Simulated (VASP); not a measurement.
Here is a VASP 6.6.1 calculation.

File INCAR:

```
PREC     = Accurate       # precision mode
ENCUT    = 520            # plane-wave cutoff, eV
EDIFF    = 1E-7           # SCF threshold, eV
ISMEAR   = 0              # smearing method
SIGMA    = 0.1            # smearing width, eV
LREAL    = False          # projectors in reciprocal space
LASPH    = True           # aspherical terms in the spheres
NELM     = 150            # most SCF steps
ALGO     = Fast           # electronic algorithm
ISIF     = 2              # what is computed and relaxed
LWAVE    = False          # write WAVECAR
LCHARG   = False          # write CHGCAR
ISPIN    = 2              # spin polarisation
MAGMOM   = 0 3            # initial moments
LORBIT   = 11             # projections on sites
LMAXMIX  = 4              # l up to which the mixer works
GGA      = PE             # functional
NBANDS   = 17             # bands
```

Contents of KPOINTS:

```
Automatic mesh
0
Gamma
  6 6 6
```

Contents of POSCAR:

```
AlCo
1.0
    2.8525284611      0.0000000000      0.0000000000
    0.0000000000      2.8525284611      0.0000000000
    0.0000000000      0.0000000000      2.8525284611
Al Co
1 1
Direct
    0.0000000000      0.0000000000      0.0000000000
    0.5000000000      0.5000000000      0.5000000000
```

Potentials or basis: VASP PAW PBE potentials, release 64 (Al, Co).

Command:

```bash
$ cat potpaw_PBE.64/Al/POTCAR potpaw_PBE.64/Co/POTCAR > POTCAR
$ mpirun -np 1 vasp_std > vasp.out
```

(1) What does it give for the site moments?

(2) What does it give for the net moment?

## Answers

(1) Al -0.01; Co +0.28 μB.

(2) 0.24 μB per cell.

Caveat: the k points lie up to 0.37 Å⁻¹ apart.
